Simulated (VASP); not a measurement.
Runs of VASP 6.6.1 on InP. The structure is that of space group F-43m (No. 216), or close to it. The cells are those of the table. 

```csv
cell,gap on the mesh (eV),pressure (GPa)
"a = 4.069 Å, angles 60.0°, 2 atoms",(b),4.9
"a = 4.181 Å, angles 60.0°, 2 atoms",0.47,-1.1
"a = 4.107 Å, angles 60.0°, 2 atoms",(a),2.6
"a = 4.217 Å, angles 60.0°, 2 atoms",0.33,-2.6
"a = 4.252 Å, angles 60.0°, 2 atoms",(c),-3.9
"a = 4.031 Å, angles 60.0°, 2 atoms",1.05,(d)
```

Alike in all rows: task single point; level PBEsol; potentials or basis VASP PAW PBE potentials, release 64 (In_d, P); no spin polarisation; k mesh 6 × 6 × 6; cutoff (eV) 520; smearing gaussian 0.01 eV.

Estimate the missing entries.

(a) 0.76; (b) 0.90; (c) 0.20; (d) 7.6.

Caveats: the PAW data sets were made with another functional, which shifts forces and pressure a little; spin-orbit coupling is left out, which moves the levels of the heavy elements.

A k mesh can miss the band edges, and the runs leave out spin-orbit coupling on In.
